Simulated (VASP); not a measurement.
# C (Fd-3m) in VASP: G0W0 quasiparticle levels with PBE

Aim: the G0W0 quasiparticle levels of C with PBE.

Program: VASP 6.6.1. These are calculated values, not measurements. Logs are shortened: lines on timing, memory, paths and dates and some standing lists are left out, and cuts for length are marked.

## Step 1: The cell of the first run

It takes space group Fd-3m (No. 227, cubic). The conventional cell has a = 3.567 Å, b = 3.567 Å, c = 3.567 Å, α = 90.00°, β = 90.00°, γ = 90.00°. Within 2.1 Å of C (site symmetry -43m) lie 4 C at 1.54 Å.

## Step 2: G0W0 quasiparticle levels, PBE

POSCAR reads:

```
C
1.0
    0.0000000000      1.7833700000      1.7833700000
    1.7833700000      0.0000000000      1.7833700000
    1.7833700000      1.7833700000      0.0000000000
C
2
Direct
    0.0000000000      0.0000000000      0.0000000000
    0.2500000000      0.2500000000      0.2500000000
```

INCAR.step1 reads:

```
SYSTEM = C
  ALGO = Normal
  EDIFF = 1E-8
  ENCUT = 500
  GGA = PE
  ISMEAR = 0
  LASPH = .TRUE.
  LCHARG = .FALSE.
  LREAL = .FALSE.
  LWAVE = .TRUE.
  NELM = 60
  PREC = Accurate
  SIGMA = 0.01
```

INCAR.step2 reads:

```
SYSTEM = C
  ALGO = Exact
  EDIFF = 1E-8
  ENCUT = 500
  GGA = PE
  ISMEAR = 0
  ISTART = 1
  LASPH = .TRUE.
  LCHARG = .FALSE.
  LOPTICS = .TRUE.
  LREAL = .FALSE.
  LWAVE = .TRUE.
  NBANDS = 64
  NELM = 1
  PREC = Accurate
  SIGMA = 0.01
```

INCAR.step3 reads:

```
SYSTEM = C
  ALGO = EVGW0
  EDIFF = 1E-8
  ENCUT = 500
  ENCUTGW = 120.0
  GGA = PE
  ISMEAR = 0
  ISTART = 1
  LASPH = .TRUE.
  LCHARG = .FALSE.
  LREAL = .FALSE.
  LWAVE = .FALSE.
  NBANDS = 64
  NBANDSGW = 12
  NELMGW = 1
  NOMEGA = 48
  PREC = Accurate
  PRECFOCK = Fast
  SIGMA = 0.01
```

KPOINTS reads:

```
k-points
0
G
  6 6 6
  0 0 0
```

Potentials or basis: VASP PAW PBE potentials, release 64 (C_GW).

The run is started by

```
> cat potpaw_PBE.64/C_GW/POTCAR > POTCAR
> cp INCAR.step1 INCAR
> mpirun -np 1 vasp_std > vasp.out
> cp INCAR.step2 INCAR
> mpirun -np 1 vasp_std > vasp.out
> cp INCAR.step3 INCAR
> mpirun -np 1 vasp_std > vasp.out
```

OUTCAR:

```text
SYSTEM = C
   EDIFF = 1E-8
   ENCUT = 500
   ENCUTGW = 120.0
   GGA = PE
   ISMEAR = 0
   ISTART = 1
   LASPH = .TRUE.
   LREAL = .FALSE.
   NELMGW = 1
   PREC = Accurate
   PRECFOCK = Fast

 ion  position               nearest neighbor table
   1  0.000  0.000  0.000-   2 1.54   2 1.54   2 1.54   2 1.54
   2  0.250  0.250  0.250-   1 1.54   1 1.54   1 1.54   1 1.54

  LATTYP: Found a face centered cubic cell.
 ALAT       =     3.5667400000

  Lattice vectors:

 A1 = (   0.0000000000,   1.7833700000,   1.7833700000)
 A2 = (   1.7833700000,   0.0000000000,   1.7833700000)
 A3 = (   1.7833700000,   1.7833700000,   0.0000000000)

Analysis of symmetry for initial positions (statically):
=====================================================================
 Subroutine PRICEL returns:
 Original cell was already a primitive cell.

 Routine SETGRP: Setting up the symmetry group for a
 face centered cubic supercell.

 Subroutine GETGRP returns: Found 48 space group operations
 (whereof 24 operations were pure point group operations)
 out of a pool of 48 trial point group operations.

The static configuration has the point symmetry T_d .
 The point group associated with its full space group is O_h .

Analysis of symmetry for dynamics (positions and initial velocities):
=====================================================================
 Subroutine PRICEL returns:
 Original cell was already a primitive cell.

 Routine SETGRP: Setting up the symmetry group for a
 face centered cubic supercell.

 Subroutine GETGRP returns: Found 48 space group operations
 (whereof 24 operations were pure point group operations)
 out of a pool of 48 trial point group operations.

The dynamic configuration has the point symmetry T_d .
 The point group associated with its full space group is O_h .

 Subroutine INISYM returns: Found 48 space group operations
 (whereof 24 operations are pure point group operations),
 and found     1 'primitive' translations

----------------------------------------------------------------------------------------

                                     Primitive cell

  volume of cell :      11.3437

  direct lattice vectors                    reciprocal lattice vectors
     0.000000000  1.783370000  1.783370000    -0.280368067  0.280368067  0.280368067
     1.783370000  0.000000000  1.783370000     0.280368067 -0.280368067  0.280368067
     1.783370000  1.783370000  0.000000000     0.280368067  0.280368067 -0.280368067

  length of vectors
     2.522066041  2.522066041  2.522066041     0.485611737  0.485611737  0.485611737

  position of ions in fractional coordinates (direct lattice)
     0.000000000  0.000000000  0.000000000
     0.250000000  0.250000000  0.250000000

  ion indices of the primitive-cell ions
   primitive index   ion index
                 1           1
                 2           2

----------------------------------------------------------------------------------------

 KPOINTS: k-points

Automatic generation of k-mesh.
 Grid dimensions read from file:
 generate k-points for:    6    6    6

 Generating k-lattice:

  Cartesian coordinates                     Fractional coordinates (reciprocal lattice)
    -0.046728011  0.046728011  0.046728011     0.166666667  0.000000000  0.000000000
     0.046728011 -0.046728011  0.046728011     0.000000000  0.166666667  0.000000000
     0.046728011  0.046728011 -0.046728011     0.000000000  0.000000000  0.166666667

  Length of vectors
     0.080935290  0.080935290  0.080935290

  Shift w.r.t. Gamma in fractional coordinates (k-lattice)
     0.000000000  0.000000000  0.000000000

 Subroutine IBZKPT returns following result:
 ===========================================

 Found     16 irreducible k-points:

 Following reciprocal coordinates:
            Coordinates               Weight
  0.000000  0.000000  0.000000      1.000000
  0.166667  0.000000  0.000000      8.000000
  0.333333  0.000000  0.000000      8.000000
  0.500000  0.000000  0.000000      4.000000
  0.166667  0.166667  0.000000      6.000000
  0.333333  0.166667  0.000000     24.000000
[... 8 lines left out ...]
 -0.333333  0.333333  0.166667     24.000000
 -0.333333  0.500000  0.166667     12.000000
   k-points           NKPTS =     16   k-points in BZ     NKDIM =    216   number of bands    NBANDS=     64
   number of dos      NEDOS =    301   number of ions     NIONS =      2
   total plane-waves  NPLWV =   5832
   dimension x,y,z NGX =    18 NGY =   18 NGZ =   18
   dimension x,y,z NGXF=    36 NGYF=   36 NGZF=   36
   ions per type =               2
   NGX,Y,Z   is equivalent  to a cutoff of  11.86, 11.86, 11.86 a.u.
   NGXF,Y,Z  is equivalent  to a cutoff of  23.73, 23.73, 23.73 a.u.
 SYSTEM =  C
   PREC   = accura    normal or accurate (medium, high low for compatibility)
   ISTART =      1    job   : 0-new  1-cont  2-samecut
   ICHARG =      0    charge: 1-file 2-atom 10-const
   ISPIN  =      1    spin polarized calculation?
   LNONCOLLINEAR =      F non collinear calculations
   LSORBIT =      F    spin-orbit coupling
   LASPH  =      T    aspherical Exc in radial PAW
   ENCUT  =  500.0 eV  36.75 Ry    6.06 a.u.   4.60  4.60  4.60*2*pi/ulx,y,z
   NELM   =     60;   NELMIN=  2; NELMDL=  0     # of ELM steps
   EDIFF  = 0.1E-07   stopping-criterion for ELM
   LREAL  =      F    real-space projection
   EDIFFG = 0.1E-06   stopping-criterion for IOM
   NSW    =      0    number of steps for IOM
   IBRION =     -1    ionic relax: 0-MD 1-quasi-New 2-CG
   NFREE  =      0    steps in history (QN), initial steepest desc. (CG)
   ISIF   =      0    stress and relaxation
   ISYM   =      3    0-nonsym 1-usesym 2-fastsym
   POTIM  = 0.5000    time-step for ionic-motion
   TEBEG  =    0.0;   TEEND  =   0.0 temperature during run
   PSTRESS=    0.0 pullay stress
   NELECT =       8.0000    total number of electrons
   NUPDOWN=      -1.0000    fix difference up-down
   EMIN   =  10.00;   EMAX   =-10.00  energy-range for DOS
   EFERMI =   0.00;   METHOD = LEGACY
   ISMEAR =     0;   SIGMA  =   0.01  broadening in eV -4-tet -1-fermi 0-gaus
   EFERMI_NEDOS =   21; number of points for ismear=-14 and -15
   IALGO  =     38    algorithm
   IMIX   =      4    mixing-type and parameters
     AMIX     =   0.40;   BMIX     =  1.00
     AMIX_MAG =   1.60;   BMIX_MAG =  1.00
  volume/ion in A,a.u.               =       5.67        38.28
  Fermi-wavevector in a.u.,A,eV,Ry     =   1.457203  2.753714 28.891161  2.123440
  Thomas-Fermi vector in A             =   2.574032
   LORBIT       =      0    0 simple, 1 ext, 2 COOP (PROOUT), +10 PAW based schemes
   GGA     = PE    functional components
   LHFCALC =     T    Hartree Fock is set to
   PRECFOCK=fast      Normal, Fast or Accurate (Low or Medium for compatibility)
   ENCUT4O =  -1.0   cutoff for four orbital integrals eV
   NKREDX  =     1    reduce k-point grid by
   NKREDY  =     1    reduce k-point grid by
   NKREDZ  =     1    reduce k-point grid by
   AEXX    =    1.0000 exact exchange contribution
   HFSCREEN=    0.0000 screening length (either q_TF or 0.3 A-1)
   HFSCREENC=   0.0000 screening length for correlation (either q_TF or 0.3 A-1)
   ENCUTFOCK=  -1.0 apply spherical cutoff to Coloumb kernel
   IVDW    =     0    specifies the selected vdW correction
   LEPSILON=     F    determine dielectric tensor
   LRPA    =     F    only Hartree local field effects (RPA)
   LRPAFORCE           =     F    calculate RPA forces
   ENCUTGW             = 120.0    cutoff for response function in eV
   ENCUTGWSOFT         =  96.0    soft cutoff for Coulomb kernel in GW response function in eV
   ENCUTLF             =  -1.0    cutoff for local field effects
   NELMGW              =     1    number of iterations in solving QP/BSE equation
   NELMHF              =     1    number of iterations in the inner HF iteration
   NKREDLFX            =     1    NKREDLFY  =   1   NKREDLFZ  =   1
 non-spin polarized calculation
 Gauss-broadening in eV      SIGMA  =   0.01
  energy-cutoff  :      500.00
  volume of cell :       11.34
 maximum number of plane-waves:       302
  NGX = 12; NGY = 12; NGZ = 12
   NGX =  9   NGY =  9   NGZ =  9
 maximum number of plane-waves:        40
 NGX is ok and might be reduce to    10

 QP shifts <psi_nk| G(iteration)W_0 |psi_nk>: iteration 1
 for sc-GW calculations column KS-energies equals QP-energies in previous step
 and V_xc(KS)=  KS-energies - (<T + V_ion + V_H > + <T+V_H+V_ion>^1  + <V_x>^1)

 k-point   1 :       0.0000    0.0000    0.0000
  band No.  KS-energies  QP-energies   sigma(KS)   V_xc(KS)     V^pw_x(r,r')   Z            occupation Imag(sigma)

      1     -11.7104     -13.2645     -16.8308     -14.7742     -25.4209       0.7556       2.0000       1.4681
      2       9.7645       9.3178     -17.3346     -16.7940     -19.1896       0.8264       2.0000       0.0845
      3       9.7645       9.3178     -17.3346     -16.7940     -19.1896       0.8264       2.0000       0.0845
      4       9.7645       9.3178     -17.3346     -16.7940     -19.1896       0.8264       2.0000       0.0845
      5      15.3561      16.5226     -14.1015     -15.5184      -9.3139       0.8233       0.0000      -0.1029
      6      15.3561      16.5226     -14.1015     -15.5184      -9.3139       0.8233       0.0000      -0.1029
      7      15.3561      16.5226     -14.1015     -15.5184      -9.3139       0.8233       0.0000      -0.1029
      8      23.0862      24.2398     -14.8910     -16.3781      -7.7856       0.7758       0.0000      -0.2491
      9      29.0593      29.3866     -11.4584     -11.8638      -4.3308       0.8072       0.0000      -0.4175
     10      36.3019      37.3817     -12.5783     -13.8800      -5.9015       0.8296       0.0000      -0.5853
     11      36.3019      37.3817     -12.5783     -13.8800      -5.9015       0.8296       0.0000      -0.5853
     12      37.3044      37.7807     -10.9394     -11.5104      -3.2624       0.8340       0.0000      -1.0778

 k-point   2 :       0.1667    0.0000    0.0000
  band No.  KS-energies  QP-energies   sigma(KS)   V_xc(KS)     V^pw_x(r,r')   Z            occupation Imag(sigma)
[... 225 lines left out ...]
      1      -2.4582      -3.7005     -17.4181     -15.7829     -23.3670       0.7597       2.0000       0.4211
      2      -2.4582      -3.7005     -17.4181     -15.7829     -23.3670       0.7597       2.0000       0.4211
      3       1.9532       0.9334     -16.3924     -15.1069     -20.2494       0.7933       2.0000       0.1829
      4       1.9532       0.9334     -16.3924     -15.1069     -20.2494       0.7933       2.0000       0.1829
      5      17.9862      18.8922     -13.1370     -14.2388      -7.6225       0.8223       0.0000      -0.1357
      6      17.9862      18.8922     -13.1370     -14.2388      -7.6225       0.8223       0.0000      -0.1357
      7      24.2758      25.7413     -14.3451     -16.2339      -6.9593       0.7759       0.0000      -0.2915
      8      24.2758      25.7413     -14.3451     -16.2339      -6.9593       0.7759       0.0000      -0.2915
      9      31.4613      32.7230     -13.6452     -15.2572      -5.4857       0.7826       0.0000      -0.6182
     10      31.4613      32.7230     -13.6452     -15.2572      -5.4857       0.7826       0.0000      -0.6182
     11      40.4476      41.3706     -12.2431     -13.3860      -4.2500       0.8076       0.0000      -1.0680
     12      40.4476      41.3706     -12.2431     -13.3860      -4.2500       0.8076       0.0000      -1.0680
```

Run time: 73 s. Hardware: 1 thread of Intel Xeon 8259CL, shared host; peak memory 0.22 GiB.

What came out:

- Quasiparticle gap: 5.34 eV
- Least direct quasiparticle gap: 7.20 eV
- Band gap of the starting levels on the mesh: 4.15 eV
- Least direct gap of the starting levels on the mesh: 5.59 eV

Caveat: the k points lie up to 0.51 Å⁻¹ apart; bands, screening cutoff and mesh are small and nothing is extrapolated, so the quasiparticle values aren't converged.
